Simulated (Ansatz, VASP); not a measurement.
**CuF in VASP and in Ansatz**

Contents of INCAR:

```
SYSTEM = CuF
PREC     = Accurate       ! precision mode
ENCUT    = 520            ! plane-wave cutoff, eV
EDIFF    = 1E-7           ! SCF threshold, eV
ISMEAR   = 0              ! smearing method
SIGMA    = 0.0355         ! smearing width, eV
LREAL    = .FALSE.        ! projectors in reciprocal space
LASPH    = .TRUE.         ! aspherical terms in the spheres
NELM     = 60             ! most SCF steps
ALGO     = Normal         ! electronic algorithm
ISIF     = 2              ! what is computed and relaxed
LWAVE    = .FALSE.        ! write WAVECAR
LCHARG   = .TRUE.         ! write CHGCAR
GGA      = PE             ! functional
LELF     = .TRUE.         ! ELF
LVHAR    = .TRUE.       
NBANDS   = 46             ! bands
```

KPOINTS

```
regular mesh
0
G
  12 12 3
  0 0 0
```

The input POSCAR:

```
CuF
1.0
    1.5736089900      2.7255678800      0.0000000000
   -1.5736089900      2.7255678800      0.0000000000
    0.0000000000      0.0000000000     13.1561454200
Cu F
4 4
Direct
    0.3333300000      0.3333400000      0.1570000000
    0.6666600000      0.6666700000      0.6570000000
    0.3333300000      0.3333400000      0.3430000000
    0.6666700000      0.6666700000      0.8430000000
    0.3333300000      0.3333400000      0.6020000000
    0.6666600000      0.6666700000      0.1020000000
    0.3333300000      0.3333400000      0.8980000000
    0.6666700000      0.6666700000      0.3980000000
```

Input for Ansatz:

```yaml
crystal:
  lattice:
    - [1.57360899, 2.72556788, 0.0]
    - [-1.57360899, 2.72556788, 0.0]
    - [0.0, 0.0, 13.15614542]
  atoms:
    - { symbol: Cu, position: [0.33333, 0.33334, 0.157] }
    - { symbol: Cu, position: [0.66666, 0.66667, 0.657] }
    - { symbol: Cu, position: [0.33333, 0.33334, 0.343] }
    - { symbol: Cu, position: [0.66667, 0.66667, 0.843] }
    - { symbol: F, position: [0.33333, 0.33334, 0.602] }
    - { symbol: F, position: [0.66666, 0.66667, 0.102] }
    - { symbol: F, position: [0.33333, 0.33334, 0.898] }
    - { symbol: F, position: [0.66667, 0.66667, 0.398] }
  symmetry: { tolerance: 0.0003 }
kpoints:
  mp_grid: { grid: [12, 12, 3], shift: [0, 0, 0] }
  band_path:
    path:
      - [0.0, 0.0, 0.0]
      - [0.5, 0.0, 0.0]
      - [0.66666667, 0.33333333, 0.0]
      - [0.0, 0.0, 0.0]
      - [0.0, 0.0, 0.5]
      - [0.5, 0.0, 0.5]
      - [0.66666667, 0.33333333, 0.5]
      - [0.0, 0.0, 0.5]
      - [0.5, 0.0, 0.5]
      - [0.5, 0.0, 0.0]
      - [0.66666667, 0.33333333, 0.5]
    npoints: 6
magnetization:
  spin_polarized: false
scf:
  occupations: { method: gaussian, width: 0.0355 }
  lower_state_search: "off"
  max_iter: 200
hamiltonian:
  pseudopotentials: { kind: paw }
  xc: pbe
basis:
  ecutwfc: 420
  fft_grid_basis: typed
output:
  forces: true
  stress: true
  eigenvalues: true
  bader: true
  populations: true
  elf: true
  write_potential: true
  volumetric_format: npy
  dos:
    e_range: [-12, 8]
    de: 0.05
    projected: { site_lists: { Cu: [Cu], F: [F] } }
checkpoint:
  read: saved_state
```

Alike in both runs: task single point; functional PBE; k mesh 12 × 12 × 3; occupations gaussian, width 0.0355 eV; no spin polarisation.

|  | VASP | Ansatz |
| --- | --- | --- |
| version | VASP 6.6.1 | Ansatz 0.2.0 |
| potentials or method | VASP PAW PBE potentials, release 64 (Cu, F), cutoff 520 eV | PAW plane waves |
| valence electrons in the cell | 72 | 104 |

Ansatz gave:

```
pressure (GPa)                                                : 7.2
traceless stress, the component that is largest in VASP (GPa) : -3.91
rms of the force components (eV/Å)                            : 0.317
```

Question: What did VASP give for the same quantities?

Answer: Pressure (GPa): 7.6; traceless stress, the component that is largest in VASP (GPa): -4.33; rms of the force components (eV/Å): 0.337.

Atom by atom the forces differ by 0.020 eV/Å (rms over components). VASP's potentials hold 72 valence electrons a cell and Ansatz's 104, so a difference there can come from the potentials and not from the codes. Ansatz's warnings: structure snapped to symmetry.
